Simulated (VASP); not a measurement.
# W (I4/mmm) in VASP: further runs

W is run at these levels: PBE; tasks: single point.

All numbers are computed with VASP 6.6.1; they aren't measurements. Logs are shortened: lines on timing, memory, paths and dates and some standing lists are left out, and cuts for length are marked.

### Step 1. The cell of the first run

It takes space group I4/mmm (No. 139, tetragonal). The conventional cell has a = 3.120 Å, b = 3.120 Å, c = 3.222 Å, α = 90.00°, β = 90.00°, γ = 90.00°. W (site symmetry 4/mmm) has 14 W at 2.73 to 3.22 Å within 3.6 Å.

### Step 2. Single point, PBE (biaxial strain in the a-b plane: -2.0 %)

The input, INCAR:

```
PREC = Accurate
ENCUT = 520
EDIFF = 1E-6
ISMEAR = 0
SIGMA = 0.1
LREAL = False
LASPH = True
NELM = 100
ALGO = Fast
ISIF = 2
LWAVE = False
LCHARG = False
GGA = PE
NBANDS = 21
```

The input, KPOINTS:

```
Automatic mesh
0
Gamma
  16 16 16
```

The input, POSCAR:

```
W
1.0
    3.1198918910      0.0000000000      0.0000000000
    0.0000000000      3.1198918910      0.0000000000
    0.0000000000      0.0000000000      3.2217659120
W
2
Direct
    0.0000000000      0.0000000000      0.0000000000
    0.5000000000      0.5000000000      0.5000000000
```

Potentials or basis: VASP PAW PBE potentials, release 64 (W_sv).

Command:

```sh
$ cat potpaw_PBE.64/W_sv/POTCAR > POTCAR
$ mpirun -np 1 vasp_std > vasp.out
```

OUTCAR:

```text
PREC = Accurate
   ENCUT = 520
   EDIFF = 1E-6
   ISMEAR = 0
   LREAL = False
   LASPH = True
   NELM = 100
   ISIF = 2
   GGA = PE

 ion  position               nearest neighbor table
   1  0.000  0.000  0.000-   2 2.73   2 2.73   2 2.73   2 2.73   2 2.73   2 2.73   2 2.73   2 2.73

   2  0.500  0.500  0.500-   1 2.73   1 2.73   1 2.73   1 2.73   1 2.73   1 2.73   1 2.73   1 2.73

  LATTYP: Found a simple tetragonal cell.
 ALAT       =     3.1198918910
 C/A-ratio  =     1.0326530612

  Lattice vectors:

 A1 = (   3.1198918910,   0.0000000000,   0.0000000000)
 A2 = (   0.0000000000,   3.1198918910,   0.0000000000)
 A3 = (   0.0000000000,   0.0000000000,   3.2217659120)

Analysis of symmetry for initial positions (statically):
=====================================================================
 Subroutine PRICEL returns following result:

  LATTYP: Found a body centered tetragonal cell.
 ALAT       =     3.1198918910
 C/A-ratio  =     1.0326530612

  Lattice vectors:

 A1 = (  -1.5599459455,  -1.5599459455,  -1.6108829560)
 A2 = (   1.5599459455,   1.5599459455,  -1.6108829560)
 A3 = (   1.5599459455,  -1.5599459455,   1.6108829560)

   2 primitive cells build up your supercell.

 Routine SETGRP: Setting up the symmetry group for a
 simple tetragonal supercell.

 Subroutine GETGRP returns: Found 16 space group operations
 (whereof 16 operations were pure point group operations)
 out of a pool of 16 trial point group operations.

The static configuration has the point symmetry D_4h.

Analysis of symmetry for dynamics (positions and initial velocities):
=====================================================================
 Subroutine PRICEL returns following result:

  LATTYP: Found a body centered tetragonal cell.
 ALAT       =     3.1198918910
 C/A-ratio  =     1.0326530612

  Lattice vectors:

 A1 = (  -1.5599459455,  -1.5599459455,  -1.6108829560)
 A2 = (   1.5599459455,   1.5599459455,  -1.6108829560)
 A3 = (   1.5599459455,  -1.5599459455,   1.6108829560)

   2 primitive cells build up your supercell.

 Routine SETGRP: Setting up the symmetry group for a
 simple tetragonal supercell.

 Subroutine GETGRP returns: Found 16 space group operations
 (whereof 16 operations were pure point group operations)
 out of a pool of 16 trial point group operations.

The dynamic configuration has the point symmetry D_4h.

 Subroutine INISYM returns: Found 16 space group operations
 (whereof 16 operations are pure point group operations),
 and found     2 'primitive' translations

----------------------------------------------------------------------------------------

                                     Primitive cell

  volume of cell :      15.6799

  direct lattice vectors                    reciprocal lattice vectors
    -1.559945945 -1.559945945 -1.610882956     0.000000000 -0.320523927 -0.310388783
     1.559945945  1.559945945 -1.610882956     0.320523927  0.000000000 -0.310388783
     1.559945945 -1.559945946  1.610882956     0.320523927 -0.320523927  0.000000000

  length of vectors
     2.731630759  2.731630759  2.731630759     0.446180215  0.446180215  0.453289284

  position of ions in fractional coordinates (direct lattice)
     0.000000000  0.000000000  0.000000000

  ion indices of the primitive-cell ions
   primitive index   ion index
                 1           1

----------------------------------------------------------------------------------------

 KPOINTS: Automatic mesh

Automatic generation of k-mesh.
 Grid dimensions read from file:
 generate k-points for:   16   16   16

 Generating k-lattice:

  Cartesian coordinates                     Fractional coordinates (reciprocal lattice)
     0.020032745  0.000000000  0.000000000     0.062500000  0.000000000  0.000000000
     0.000000000  0.020032745  0.000000000     0.000000000  0.062500000  0.000000000
     0.000000000  0.000000000  0.019399299     0.000000000  0.000000000  0.062500000

  Length of vectors
     0.020032745  0.020032745  0.019399299

  Shift w.r.t. Gamma in fractional coordinates (k-lattice)
     0.000000000  0.000000000  0.000000000

 Subroutine IBZKPT returns following result:
 ===========================================

 Found    405 irreducible k-points:

 Following reciprocal coordinates:
            Coordinates               Weight
  0.000000  0.000000  0.000000      1.000000
  0.062500  0.000000  0.000000      4.000000
  0.125000  0.000000  0.000000      4.000000
  0.187500  0.000000  0.000000      4.000000
  0.250000  0.000000  0.000000      4.000000
  0.312500  0.000000  0.000000      4.000000
[... 16 lines left out ...]
  0.437500  0.125000  0.000000      8.000000
  0.500000  0.125000  0.000000      4.000000
 [... further k-points ...]
   k-points           NKPTS =    405   k-points in BZ     NKDIM =    405   number of bands    NBANDS=     21
   number of dos      NEDOS =    301   number of ions     NIONS =      2
   total plane-waves  NPLWV =  13824
   dimension x,y,z NGX =    24 NGY =   24 NGZ =   24
   dimension x,y,z NGXF=    48 NGYF=   48 NGZF=   48
   ions per type =               2
   NGX,Y,Z   is equivalent  to a cutoff of  12.79, 12.79, 12.38 a.u.
   NGXF,Y,Z  is equivalent  to a cutoff of  25.58, 25.58, 24.77 a.u.
 SYSTEM =  unknown system
   PREC   = accura    normal or accurate (medium, high low for compatibility)
   ISTART =      0    job   : 0-new  1-cont  2-samecut
   ICHARG =      2    charge: 1-file 2-atom 10-const
   ISPIN  =      1    spin polarized calculation?
   LNONCOLLINEAR =      F non collinear calculations
   LSORBIT =      F    spin-orbit coupling
   LASPH  =      T    aspherical Exc in radial PAW
   ENCUT  =  520.0 eV  38.22 Ry    6.18 a.u.   5.80  5.80  5.99*2*pi/ulx,y,z
   NELM   =    100;   NELMIN=  2; NELMDL= -5     # of ELM steps
   EDIFF  = 0.1E-05   stopping-criterion for ELM
   LREAL  =      F    real-space projection
   EDIFFG = 0.1E-04   stopping-criterion for IOM
   NSW    =      0    number of steps for IOM
   IBRION =     -1    ionic relax: 0-MD 1-quasi-New 2-CG
   NFREE  =      0    steps in history (QN), initial steepest desc. (CG)
   ISIF   =      2    stress and relaxation
   ISYM   =      2    0-nonsym 1-usesym 2-fastsym
   POTIM  = 0.5000    time-step for ionic-motion
   TEBEG  =    0.0;   TEEND  =   0.0 temperature during run
   PSTRESS=    0.0 pullay stress
   NELECT =      28.0000    total number of electrons
   NUPDOWN=      -1.0000    fix difference up-down
   EMIN   =  10.00;   EMAX   =-10.00  energy-range for DOS
   EFERMI =   0.00;   METHOD = LEGACY
   ISMEAR =     0;   SIGMA  =   0.10  broadening in eV -4-tet -1-fermi 0-gaus
   EFERMI_NEDOS =   21; number of points for ismear=-14 and -15
   IALGO  =     68    algorithm
   IMIX   =      4    mixing-type and parameters
     AMIX     =   0.40;   BMIX     =  1.00
     AMIX_MAG =   1.60;   BMIX_MAG =  1.00
  volume/ion in A,a.u.               =      15.68       105.81
  Fermi-wavevector in a.u.,A,eV,Ry     =   1.576412  2.978987 33.811508  2.485076
  Thomas-Fermi vector in A             =   2.677249
   LORBIT       =      0    0 simple, 1 ext, 2 COOP (PROOUT), +10 PAW based schemes
   GGA     = PE    functional components
   LHFCALC =     F    Hartree Fock is set to
   AEXX    =    0.0000 exact exchange contribution
   IVDW    =     0    specifies the selected vdW correction
   LEPSILON=     F    determine dielectric tensor
   LRPA    =     F    only Hartree local field effects (RPA)
 non-spin polarized calculation
 RMM-DIIS sequential band-by-band and
 Gauss-broadening in eV      SIGMA  =   0.10
  energy-cutoff  :      520.00
  volume of cell :       31.36
 maximum number of plane-waves:       868
 NGX is ok and might be reduce to    24
   NGX = 11   NGY = 11   NGZ = 11

 number of electron      28.0000006 magnetization

 Free energy of the ion-electron system (eV)
  ---------------------------------------------------
  ext. energy  EPLUGINS =         0.00000000
  ---------------------------------------------------
  free energy    TOTEN  =       -25.85867349 eV

  energy without entropy =      -25.85309839  energy(sigma->0) =      -25.85588594

 E-fermi :  11.6385     XC(G=0): -13.7025

 val. band max:       11.6266896333   @ k =   0.1875   0.0625   0.1875
 cond. band min:      11.6384974541   @ k =   0.5000   0.1250   0.5000
 fundamental gap:      0.0118078207
 Fermi energy:        11.6384686714

 k-point     1 :       0.0000    0.0000    0.0000
  band No.  band energies     occupation
      1     -62.5661      2.00000
      2     -62.3214      2.00000
      3     -27.1059      2.00000
      4     -27.0116      2.00000
      5     -27.0116      2.00000
      6     -26.1182      2.00000
[... 13 lines left out ...]
     20      19.3615      0.00000
     21      20.2306      0.00000

 k-point     2 :       0.0625    0.0000    0.0000
  band No.  band energies     occupation
      1     -62.5634      2.00000
      2     -62.3233      2.00000
      3     -27.0962      2.00000
      4     -27.0133      2.00000
      5     -27.0025      2.00000
      6     -26.1284      2.00000
[... 13 lines left out ...]
     20      19.8846      0.00000
     21      20.0384      0.00000

 k-point     3 :       0.1250    0.0000    0.0000
  band No.  band energies     occupation
      1     -62.5554      2.00000
      2     -62.3292      2.00000
      3     -27.0673      2.00000
      4     -27.0172      2.00000
      5     -26.9758      2.00000
      6     -26.1863      2.00000
[... 13 lines left out ...]
     20      19.0341      0.00000
     21      21.3700      0.00000
[... 457 lines left out ...]
 k-point    23 :       0.4375    0.1250    0.0000
  band No.  band energies     occupation
      1     -62.4544      2.00000
      2     -62.4102      2.00000
      3     -27.0538      2.00000
      4     -26.8986      2.00000
      5     -26.6890      2.00000
      6     -26.5144      2.00000
[... 13 lines left out ...]
     20      15.7797      0.00000
     21      25.7066      0.00000

 k-point    24 :       0.5000    0.1250    0.0000
  band No.  band energies     occupation
      1     -62.4319      2.00000
      2     -62.4319      2.00000
      3     -26.9875      2.00000
      4     -26.9875      2.00000
      5     -26.5993      2.00000
      6     -26.5993      2.00000
[... 13 lines left out ...]
     20      15.5130      0.00000
     21      25.5251      0.00000

 [... further k-points ...]

------------------------ aborting loop because EDIFF is reached ----------------------------------------

  FORCE on cell =-STRESS in cart. coord.  units (eV):
  Direction    XX          YY          ZZ          XY          YZ          ZX
  --------------------------------------------------------------------------------------
  -------------------------------------------------------------------------------------
  Total        2.5995199      2.5995199      0.6723046      0.0000000      0.0000000      0.0000000
  in kB      132.8099650    132.8099650     34.3481710      0.0000000      0.0000000      0.0000000
  external PRESSURE =      99.9893670 kB  Pullay stress =       0.0000000 kB

 VOLUME and BASIS-vectors are now :
 -----------------------------------------------------------------------------
  energy-cutoff  :      520.00
  volume of cell :       31.36
      direct lattice vectors                 reciprocal lattice vectors
     3.119891891  0.000000000  0.000000000     0.320523927  0.000000000  0.000000000
     0.000000000  3.119891891  0.000000000     0.000000000  0.320523927  0.000000000
     0.000000000  0.000000000  3.221765912     0.000000000  0.000000000  0.310388783

 POSITION                                       TOTAL-FORCE (eV/Angst)
 -----------------------------------------------------------------------------------
      0.00000      0.00000      0.00000        -0.000000     -0.000000      0.000000
      1.55995      1.55995      1.61088         0.000000      0.000000     -0.000000
 -----------------------------------------------------------------------------------
    total drift:                                0.000000      0.000000     -0.000000

  FREE ENERGIE OF THE ION-ELECTRON SYSTEM (eV)
  ---------------------------------------------------
  free  energy   TOTEN  =       -25.8586734942 eV

  energy  without entropy=      -25.8530983937  energy(sigma->0) =      -25.85588594
```

Wall time 2.1 min (1 thread of AMD EPYC 9R45 (Zen 5), shared host); peak memory 0.28 GiB.

What came out:

```yaml
Free_energy: -25.8587 eV
Pressure: 10.0 GPa
Band_gap_on_the_k_mesh: zero (bands 14 and 15 overlap by 1.50 eV)
```

Caveat: the cell differs from its parent crystal (biaxial strain in the a-b plane: -2.0 %); the cell stands under pressure; spin-orbit coupling is left out, which moves the levels of the heavy elements.

### Step 3. Single point, PBE (biaxial strain in the a-b plane: -2.0 %, then relaxed in part)

The input, INCAR:

```
SYSTEM = W
ALGO = Fast
EDIFF = 1E-7
ENCUT = 520
GGA = PE
ISIF = 2
ISMEAR = 0
LASPH = .True.
LCHARG = .True.
LELF = .True.
LREAL = .False.
LVHAR = .True.
LWAVE = .False.
NBANDS = 21
NELM = 80
PREC = Accurate
SIGMA = 0.1
```

The input, KPOINTS:

```
k-points
0
Gamma
  16 16 16
  0 0 0
```

POSCAR: that of step 2 with these lines changed.

```diff
@@ -4,3 +4,3 @@
     0.0000000000      3.1198918910      0.0000000000
-    0.0000000000      0.0000000000      3.2217659120
+    0.0000000000      0.0000000000      3.2389021715
 W
```

Potentials or basis: VASP PAW PBE potentials, release 64 (W_sv).

Command:

```sh
$ cat potpaw_PBE.64/W_sv/POTCAR > POTCAR
$ mpirun -np 1 vasp_std > vasp.out
```

OUTCAR:

```text
SYSTEM = W
   EDIFF = 1E-7
   ENCUT = 520
   GGA = PE
   ISIF = 2
   ISMEAR = 0
   LASPH = .True.
   LREAL = .False.
   NELM = 80
   PREC = Accurate

 ion  position               nearest neighbor table
   1  0.000  0.000  0.000-   2 2.74   2 2.74   2 2.74   2 2.74   2 2.74   2 2.74   2 2.74   2 2.74

   2  0.500  0.500  0.500-   1 2.74   1 2.74   1 2.74   1 2.74   1 2.74   1 2.74   1 2.74   1 2.74

  LATTYP: Found a simple tetragonal cell.
 ALAT       =     3.1198918910
 C/A-ratio  =     1.0381456424

[... 788 lines left out ...]

  FORCE on cell =-STRESS in cart. coord.  units (eV):
  Direction    XX          YY          ZZ          XY          YZ          ZX
  --------------------------------------------------------------------------------------
  -------------------------------------------------------------------------------------
  Total        2.3664601      2.3664601      0.1241543      0.0000000      0.0000000      0.0000000
  in kB      120.2632257    120.2632257      6.3095062      0.0000000      0.0000000      0.0000000
  external PRESSURE =      82.2786525 kB  Pullay stress =       0.0000000 kB

 VOLUME and BASIS-vectors are now :
 -----------------------------------------------------------------------------
  energy-cutoff  :      520.00
  volume of cell :       31.53
      direct lattice vectors                 reciprocal lattice vectors
     3.119891891  0.000000000  0.000000000     0.320523927  0.000000000  0.000000000
     0.000000000  3.119891891  0.000000000     0.000000000  0.320523927  0.000000000
     0.000000000  0.000000000  3.238902171     0.000000000  0.000000000  0.308746590

 POSITION                                       TOTAL-FORCE (eV/Angst)
 -----------------------------------------------------------------------------------
      0.00000      0.00000      0.00000        -0.000000     -0.000000      0.000000
      1.55995      1.55995      1.61945         0.000000      0.000000     -0.000000
 -----------------------------------------------------------------------------------
    total drift:                                0.000000      0.000000     -0.000000

  FREE ENERGIE OF THE ION-ELECTRON SYSTEM (eV)
  ---------------------------------------------------
  free  energy   TOTEN  =       -25.8608488663 eV

  energy  without entropy=      -25.8553705548  energy(sigma->0) =      -25.85810971
```

OSZICAR:

```text
N       E                     dE             d eps       ncg     rms          rms(c)
DAV:   1     0.269077740114E+03    0.26908E+03   -0.15753E+04 17058   0.156E+03
DAV:   2    -0.181585519435E+02   -0.28724E+03   -0.27935E+03 18558   0.457E+02
DAV:   3    -0.270102554128E+02   -0.88517E+01   -0.87104E+01 19304   0.793E+01
DAV:   4    -0.270873046634E+02   -0.77049E-01   -0.77017E-01 18548   0.796E+00
DAV:   5    -0.270881043556E+02   -0.79969E-03   -0.79968E-03 19380   0.822E-01    0.299E+01
RMM:   6    -0.261195599383E+02    0.96854E+00   -0.10968E+00 17702   0.828E+00    0.124E+01
RMM:   7    -0.258654880683E+02    0.25407E+00   -0.86857E-01 18473   0.707E+00    0.104E+00
RMM:   8    -0.258606344144E+02    0.48537E-02   -0.33210E-02 20765   0.153E+00    0.287E-01
RMM:   9    -0.258607930772E+02   -0.15866E-03   -0.58481E-03 20441   0.683E-01    0.842E-02
RMM:  10    -0.258608469446E+02   -0.53867E-04   -0.67008E-04 21865   0.270E-01    0.200E-02
RMM:  11    -0.258608444816E+02    0.24630E-05   -0.17638E-04 21255   0.135E-01    0.525E-03
RMM:  12    -0.258608494450E+02   -0.49634E-05   -0.41060E-05 22402   0.641E-02    0.161E-02
RMM:  13    -0.258608482647E+02    0.11803E-05   -0.10104E-05 19969   0.322E-02    0.182E-03
RMM:  14    -0.258608487960E+02   -0.53131E-06   -0.12204E-06 18490   0.115E-02    0.125E-03
RMM:  15    -0.258608488663E+02   -0.70315E-07   -0.27627E-07 14582   0.535E-03
   1 F= -.25860849E+02 E0= -.25858110E+02  d E =-.547831E-02
```

stdout:

```text
POSCAR found type information on POSCAR W
 POSCAR found :  1 types and       2 ions
 scaLAPACK will be used
 LDA part: xc-table for (Slater+PW92), standard interpolation
 POSCAR, INCAR and KPOINTS ok, starting setup
 FFT: planning ... GRIDC
 FFT: planning ... GRID_SOFT
 FFT: planning ... GRID
 WAVECAR not read
 entering main loop
WARNING in EDDRMM: call to ZHEGV failed, returncode =   8  4     20
WARNING in EDDRMM: call to ZHEGV failed, returncode =   8  4     20
WARNING in EDDRMM: call to ZHEGV failed, returncode =   8  4     21
WARNING in EDDRMM: call to ZHEGV failed, returncode =   8  4     20
WARNING in EDDRMM: call to ZHEGV failed, returncode =   8  4     21
WARNING in EDDRMM: call to ZHEGV failed, returncode =   8  4     20
WARNING in EDDRMM: call to ZHEGV failed, returncode =   8  4     21
 num prob WARNING in EDDRMM: call to ZHEGV failed, returncode =   6  3     19
WARNING in EDDRMM: call to ZHEGV failed, returncode =   8  4     20
 num prob  num prob WARNING in EDDRMM: call to ZHEGV failed, returncode =   6  3     19
WARNING in EDDRMM: call to ZHEGV failed, returncode =   8  4     20
 num prob WARNING in EDDRMM: call to ZHEGV failed, returncode =   8  4     20
 num prob  num prob WARNING in EDDRMM: call to ZHEGV failed, returncode =   8  4     21
 num prob WARNING in EDDRMM: call to ZHEGV failed, returncode =   6  3     20
 num prob  num prob WARNING in EDDRMM: call to ZHEGV failed, returncode =   8  4     17
 num prob RMM:  15    -0.258608488663E+02   -0.70315E-07   -0.27627E-07 14582   0.535E-03
```

Wall time 2.2 min (1 thread of AMD EPYC 9R45 (Zen 5), shared host); peak memory 0.28 GiB.

What came out:

```
Free energy            : -25.8608 eV
Pressure               : 8.2 GPa
Band gap on the k mesh : zero (bands 14 and 15 overlap by 1.54 eV)
```

Stress tensor (GPa, compression positive):
```
12.03  0.00  0.00
 0.00 12.03  0.00
 0.00  0.00  0.63
```

Caveat: the cell differs from its parent crystal (biaxial strain in the a-b plane: -2.0 %, then relaxed in part); the cell stands under pressure; spin-orbit coupling is left out, which moves the levels of the heavy elements.

(Part 1 of 2 ends here.)
